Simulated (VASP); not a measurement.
# Zn3BiO (P4/mmm) in VASP: a series of runs

The runs below take Zn3BiO through single point, relaxation of cell and atoms, with PBE.

All numbers are computed with VASP 6.6.1; they aren't measurements. Logs are shortened: lines on timing, memory, paths and dates and some standing lists are left out, and cuts for length are marked.

## (1) The cell of the first run

It takes space group P4/mmm (No. 123, tetragonal). The conventional cell has a = 5.537 Å, b = 5.537 Å, c = 4.367 Å, α = 90.00°, β = 90.00°, γ = 90.00°. Within 3.6 Å of Zn (site symmetry mmm) lie 2 Bi at 2.77 Å and 4 Zn at 3.53 Å and 4 O at 3.53 Å. Within 4.6 Å of Zn (site symmetry 4/mmm) lie 10 Zn at 3.53 to 4.37 Å and 4 O at 3.92 Å and 8 Bi at 4.48 Å. Bi (site symmetry 4/mmm) has 2 O at 2.18 Å and 4 Zn at 2.77 Å within 2.9 Å. Within 2.9 Å of O (site symmetry 4/mmm) lie 2 Bi at 2.18 Å.

## (2) Single point, PBE

INCAR reads:

```
SYSTEM = Zn3BiO
  ALGO = Normal
  EDIFF = 1E-6
  ENCUT = 520
  GGA = PE
  ISIF = 2
  ISMEAR = 0
  LASPH = .True.
  LCHARG = .False.
  LREAL = .False.
  LWAVE = .False.
  NBANDS = 36
  NELM = 100
  PREC = Accurate
  SIGMA = 0.1
```

KPOINTS reads:

```
k-points
0
Gamma
  4 4 4
  0 0 0
```

POSCAR reads:

```
Zn3BiO
1.0
    5.5374658916      0.0000000000      0.0000000000
    0.0000000000      5.5374658916      0.0000000000
    0.0000000000      0.0000000000      4.3671975268
Zn Bi O
3 1 1
Direct
    0.5000000000      0.0000000000      0.5000000000
    0.0000000000      0.5000000000      0.5000000000
    0.5000000000      0.5000000000      0.0000000000
    0.0000000000      0.0000000000      0.5000000000
    0.0000000000      0.0000000000      0.0000000000
```

Potentials or basis: VASP PAW PBE potentials, release 64 (Zn, Bi_d, O).

Run with:

```console
$ cat potpaw_PBE.64/Zn/POTCAR potpaw_PBE.64/Bi_d/POTCAR potpaw_PBE.64/O/POTCAR > POTCAR
$ mpirun -np 1 vasp_std > vasp.out
```

OUTCAR:

```text
SYSTEM = Zn3BiO
   EDIFF = 1E-6
   ENCUT = 520
   GGA = PE
   ISIF = 2
   ISMEAR = 0
   LASPH = .True.
   LREAL = .False.
   NELM = 100
   PREC = Accurate

 ion  position               nearest neighbor table
   1  0.500  0.000  0.500-   4 2.77   4 2.77
   2  0.000  0.500  0.500-   4 2.77   4 2.77
   3  0.500  0.500  0.000-
   4  0.000  0.000  0.500-   5 2.18   5 2.18   1 2.77   2 2.77   2 2.77   1 2.77
   5  0.000  0.000  0.000-   4 2.18   4 2.18

  LATTYP: Found a simple tetragonal cell.
 ALAT       =     5.5374658916
 C/A-ratio  =     0.7886635534

  Lattice vectors:

 A1 = (   5.5374658916,   0.0000000000,   0.0000000000)
 A2 = (   0.0000000000,   5.5374658916,   0.0000000000)
 A3 = (   0.0000000000,   0.0000000000,   4.3671975268)

Analysis of symmetry for initial positions (statically):
=====================================================================
 Subroutine PRICEL returns:
 Original cell was already a primitive cell.

 Routine SETGRP: Setting up the symmetry group for a
 simple tetragonal supercell.

 Subroutine GETGRP returns: Found 16 space group operations
 (whereof 16 operations were pure point group operations)
 out of a pool of 16 trial point group operations.

The static configuration has the point symmetry D_4h.

Analysis of symmetry for dynamics (positions and initial velocities):
=====================================================================
 Subroutine PRICEL returns:
 Original cell was already a primitive cell.

 Routine SETGRP: Setting up the symmetry group for a
 simple tetragonal supercell.

 Subroutine GETGRP returns: Found 16 space group operations
 (whereof 16 operations were pure point group operations)
 out of a pool of 16 trial point group operations.

The dynamic configuration has the point symmetry D_4h.

 Subroutine INISYM returns: Found 16 space group operations
 (whereof 16 operations are pure point group operations),
 and found     1 'primitive' translations

----------------------------------------------------------------------------------------

                                     Primitive cell

  volume of cell :     133.9137

  direct lattice vectors                    reciprocal lattice vectors
     5.537465892  0.000000000  0.000000000     0.180588020  0.000000000  0.000000000
     0.000000000  5.537465892  0.000000000     0.000000000  0.180588020  0.000000000
     0.000000000  0.000000000  4.367197527     0.000000000  0.000000000  0.228979796

  length of vectors
     5.537465892  5.537465892  4.367197527     0.180588020  0.180588020  0.228979796

  position of ions in fractional coordinates (direct lattice)
     0.500000000  0.000000000  0.500000000
     0.000000000  0.500000000  0.500000000
     0.500000000  0.500000000  0.000000000
     0.000000000  0.000000000  0.500000000
     0.000000000  0.000000000  0.000000000

  ion indices of the primitive-cell ions
   primitive index   ion index
                 1           1
                 2           2
                 3           3
                 4           4
                 5           5

----------------------------------------------------------------------------------------

 KPOINTS: k-points

Automatic generation of k-mesh.
 Grid dimensions read from file:
 generate k-points for:    4    4    4

 Generating k-lattice:

  Cartesian coordinates                     Fractional coordinates (reciprocal lattice)
     0.045147005  0.000000000  0.000000000     0.250000000  0.000000000  0.000000000
     0.000000000  0.045147005  0.000000000     0.000000000  0.250000000  0.000000000
     0.000000000  0.000000000  0.057244949     0.000000000  0.000000000  0.250000000

  Length of vectors
     0.045147005  0.045147005  0.057244949

  Shift w.r.t. Gamma in fractional coordinates (k-lattice)
     0.000000000  0.000000000  0.000000000

 Subroutine IBZKPT returns following result:
 ===========================================

 Found     18 irreducible k-points:

 Following reciprocal coordinates:
            Coordinates               Weight
  0.000000  0.000000  0.000000      1.000000
  0.250000  0.000000  0.000000      4.000000
  0.500000  0.000000  0.000000      2.000000
  0.250000  0.250000  0.000000      4.000000
  0.500000  0.250000  0.000000      4.000000
  0.500000  0.500000  0.000000      1.000000
[... 10 lines left out ...]
  0.500000  0.250000  0.500000      4.000000
  0.500000  0.500000  0.500000      1.000000
   k-points           NKPTS =     18   k-points in BZ     NKDIM =     18   number of bands    NBANDS=     36
   number of dos      NEDOS =    301   number of ions     NIONS =      5
   total plane-waves  NPLWV =  56448
   dimension x,y,z NGX =    42 NGY =   42 NGZ =   32
   dimension x,y,z NGXF=    84 NGYF=   84 NGZF=   64
   ions per type =               3   1   1
   NGX,Y,Z   is equivalent  to a cutoff of  12.61, 12.61, 12.18 a.u.
   NGXF,Y,Z  is equivalent  to a cutoff of  25.22, 25.22, 24.36 a.u.
 SYSTEM =  Zn3BiO
   PREC   = accura    normal or accurate (medium, high low for compatibility)
   ISTART =      0    job   : 0-new  1-cont  2-samecut
   ICHARG =      2    charge: 1-file 2-atom 10-const
   ISPIN  =      1    spin polarized calculation?
   LNONCOLLINEAR =      F non collinear calculations
   LSORBIT =      F    spin-orbit coupling
   LASPH  =      T    aspherical Exc in radial PAW
   ENCUT  =  520.0 eV  38.22 Ry    6.18 a.u.  10.30 10.30  8.12*2*pi/ulx,y,z
   NELM   =    100;   NELMIN=  2; NELMDL= -5     # of ELM steps
   EDIFF  = 0.1E-05   stopping-criterion for ELM
   LREAL  =      F    real-space projection
   EDIFFG = 0.1E-04   stopping-criterion for IOM
   NSW    =      0    number of steps for IOM
   IBRION =     -1    ionic relax: 0-MD 1-quasi-New 2-CG
   NFREE  =      0    steps in history (QN), initial steepest desc. (CG)
   ISIF   =      2    stress and relaxation
   ISYM   =      2    0-nonsym 1-usesym 2-fastsym
   POTIM  = 0.5000    time-step for ionic-motion
   TEBEG  =    0.0;   TEEND  =   0.0 temperature during run
   PSTRESS=    0.0 pullay stress
   NELECT =      57.0000    total number of electrons
   NUPDOWN=      -1.0000    fix difference up-down
   EMIN   =  10.00;   EMAX   =-10.00  energy-range for DOS
   EFERMI =   0.00;   METHOD = LEGACY
   ISMEAR =     0;   SIGMA  =   0.10  broadening in eV -4-tet -1-fermi 0-gaus
   EFERMI_NEDOS =   21; number of points for ismear=-14 and -15
   IALGO  =     38    algorithm
   IMIX   =      4    mixing-type and parameters
     AMIX     =   0.40;   BMIX     =  1.00
     AMIX_MAG =   1.60;   BMIX_MAG =  1.00
  volume/ion in A,a.u.               =      26.78       180.74
  Fermi-wavevector in a.u.,A,eV,Ry     =   1.231473  2.327146 20.633576  1.516525
  Thomas-Fermi vector in A             =   2.366281
   LORBIT       =      0    0 simple, 1 ext, 2 COOP (PROOUT), +10 PAW based schemes
   GGA     = PE    functional components
   LHFCALC =     F    Hartree Fock is set to
   AEXX    =    0.0000 exact exchange contribution
   IVDW    =     0    specifies the selected vdW correction
   LEPSILON=     F    determine dielectric tensor
   LRPA    =     F    only Hartree local field effects (RPA)
 non-spin polarized calculation
 Gauss-broadening in eV      SIGMA  =   0.10
  energy-cutoff  :      520.00
  volume of cell :      133.91
 maximum number of plane-waves:      3624
 NGX is ok and might be reduce to    42
   NGX = 21   NGY = 21   NGZ = 17

 number of electron      57.0000020 magnetization

 Free energy of the ion-electron system (eV)
  ---------------------------------------------------
  ext. energy  EPLUGINS =         0.00000000
  ---------------------------------------------------
  free energy    TOTEN  =       -10.87595074 eV

  energy without entropy =      -10.86894473  energy(sigma->0) =      -10.87244774

 E-fermi :   1.5396     XC(G=0):  -8.6249

 val. band max:        1.5176741831   @ k =   0.5000   0.0000   0.0000
 cond. band min:       1.5559824499   @ k =   0.5000   0.0000   0.5000
 fundamental gap:      0.0383082668
 Fermi energy:         1.5396380376

 k-point     1 :       0.0000    0.0000    0.0000
  band No.  band energies     occupation
      1     -21.4807      2.00000
      2     -21.3960      2.00000
      3     -21.3391      2.00000
      4     -21.2220      2.00000
      5     -21.2220      2.00000
      6     -15.4543      2.00000
[... 28 lines left out ...]
     35       7.4603      0.00000
     36       7.6830      0.00000

 k-point     2 :       0.2500    0.0000    0.0000
  band No.  band energies     occupation
      1     -21.4801      2.00000
      2     -21.3936      2.00000
      3     -21.3389      2.00000
      4     -21.2220      2.00000
      5     -21.2219      2.00000
      6     -15.4483      2.00000
[... 28 lines left out ...]
     35       7.6273      0.00000
     36       8.1534      0.00000

 k-point     3 :       0.5000    0.0000    0.0000
  band No.  band energies     occupation
      1     -21.4795      2.00000
      2     -21.3911      2.00000
      3     -21.3388      2.00000
      4     -21.2220      2.00000
      5     -21.2217      2.00000
      6     -15.4423      2.00000
[... 28 lines left out ...]
     35       7.4196      0.00000
     36       7.7490      0.00000
[... 508 lines left out ...]
 k-point    17 :       0.5000    0.2500    0.5000
  band No.  band energies     occupation
      1     -21.3885      2.00000
      2     -21.3384      2.00000
      3     -21.2947      2.00000
      4     -21.2304      2.00000
      5     -21.2303      2.00000
      6     -15.4717      2.00000
[... 28 lines left out ...]
     35       6.2042      0.00000
     36       6.9977      0.00000

 k-point    18 :       0.5000    0.5000    0.5000
  band No.  band energies     occupation
      1     -21.3860      2.00000
      2     -21.3382      2.00000
      3     -21.2939      2.00000
      4     -21.2303      2.00000
      5     -21.2303      2.00000
      6     -15.4712      2.00000
[... 28 lines left out ...]
     35       6.6927      0.00000
     36       7.4896      0.00000

------------------------ aborting loop because EDIFF is reached ----------------------------------------

  FORCE on cell =-STRESS in cart. coord.  units (eV):
  Direction    XX          YY          ZZ          XY          YZ          ZX
  --------------------------------------------------------------------------------------
  -------------------------------------------------------------------------------------
  Total       -0.0019223     -0.0019223     -0.0613163      0.0000000      0.0000000      0.0000000
  in kB       -0.0229983     -0.0229983     -0.7336040      0.0000000      0.0000000      0.0000000
  external PRESSURE =      -0.2598669 kB  Pullay stress =       0.0000000 kB

 VOLUME and BASIS-vectors are now :
 -----------------------------------------------------------------------------
  energy-cutoff  :      520.00
  volume of cell :      133.91
      direct lattice vectors                 reciprocal lattice vectors
     5.537465892  0.000000000  0.000000000     0.180588020  0.000000000  0.000000000
     0.000000000  5.537465892  0.000000000     0.000000000  0.180588020  0.000000000
     0.000000000  0.000000000  4.367197527     0.000000000  0.000000000  0.228979796

 POSITION                                       TOTAL-FORCE (eV/Angst)
 -----------------------------------------------------------------------------------
      2.76873      0.00000      2.18360         0.000000      0.000000      0.000000
      0.00000      2.76873      2.18360         0.000000      0.000000      0.000000
      2.76873      2.76873      0.00000         0.000000      0.000000      0.000000
      0.00000      0.00000      2.18360         0.000000      0.000000      0.000000
      0.00000      0.00000      0.00000         0.000000      0.000000      0.000000
 -----------------------------------------------------------------------------------
    total drift:                                0.000000     -0.000000     -0.000000

  FREE ENERGIE OF THE ION-ELECTRON SYSTEM (eV)
  ---------------------------------------------------
  free  energy   TOTEN  =       -10.8759507446 eV

  energy  without entropy=      -10.8689447321  energy(sigma->0) =      -10.87244774
```

Run time: 83 s. Hardware: 1 thread of Intel Xeon Platinum 8488C (Sapphire Rapids), shared host; peak memory 0.26 GiB.

Results:

- Free energy: -10.8760 eV
- Pressure: 0.0 GPa

Caveat: spin-orbit coupling is left out, which moves the levels of the heavy elements; an odd number of electrons without spin polarisation forces a metal; a magnetic or distorted state may lie lower.

(Continued in part 2 of 2.)
